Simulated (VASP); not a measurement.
Write the native input for VASP 6.6.1 that does the following.

- Task: single point
- Functional: PBEsol
- Potentials or basis: VASP PAW PBE potentials, release 64 (Ba_sv)
- Cutoff: 520 eV
- k mesh: 7 × 7 × 10
- Occupations: fermi-dirac, width 0.1 eV
- Spin: no spin polarisation
- Dipole correction: no
- Further INCAR settings: ALGO = Normal; EDIFF = 1e-06; NBANDS = 22

The structure of Ba lies in POSCAR:

```
Ba
1.0
    6.6971741307      0.0000000000      0.0000000000
   -3.3485870653      5.7999229308      0.0000000000
    0.0000000000      0.0000000000      3.9862167088
Ba
3
Direct
    0.0000000000      0.0000000000      1.0000000000
    0.3333333333      0.6666666667      0.5000000000
    0.6666666667      0.3333333333      0.5000000000
```

This isn't the form of Ba at room conditions, which is bcc.

One way to write it, as run:

INCAR

```
PREC     = Accurate       # precision mode
ENCUT    = 520            # plane-wave cutoff, eV
EDIFF    = 1E-6           # SCF threshold, eV
ISMEAR   = -1             # smearing method
SIGMA    = 0.1            # smearing width, eV
LREAL    = False          # projectors in reciprocal space
LASPH    = True           # aspherical terms in the spheres
NELM     = 80             # most SCF steps
ALGO     = Normal         # electronic algorithm
ISIF     = 2              # what is computed and relaxed
LWAVE    = False          # write WAVECAR
LCHARG   = True           # write CHGCAR
GGA      = PS             # functional
LELF     = True           # ELF
LVHAR    = True         
NBANDS   = 22             # bands
```

KPOINTS

```
regular mesh
0
Gamma
  7 7 10
```

Potentials or basis: VASP PAW PBE potentials, release 64 (Ba_sv).

Launch:

```console
$ cat potpaw_PBE.64/Ba_sv/POTCAR > POTCAR
$ mpirun -np 1 vasp_std > vasp.out
```

Results of the run:

```json
{"Pressure": "1.4 GPa", "Band gap on the k mesh": "zero (bands 15 and 16 overlap by 0.93 eV)"}
```

Caveat: the PAW data sets were made with another functional, which shifts forces and pressure a little; spin-orbit coupling is left out, which moves the levels of the heavy elements.

Run time: 4.4 min on 1 thread of Oxide Virtual Turin-like Processor, with other jobs on the host, peak memory 0.29 GiB.
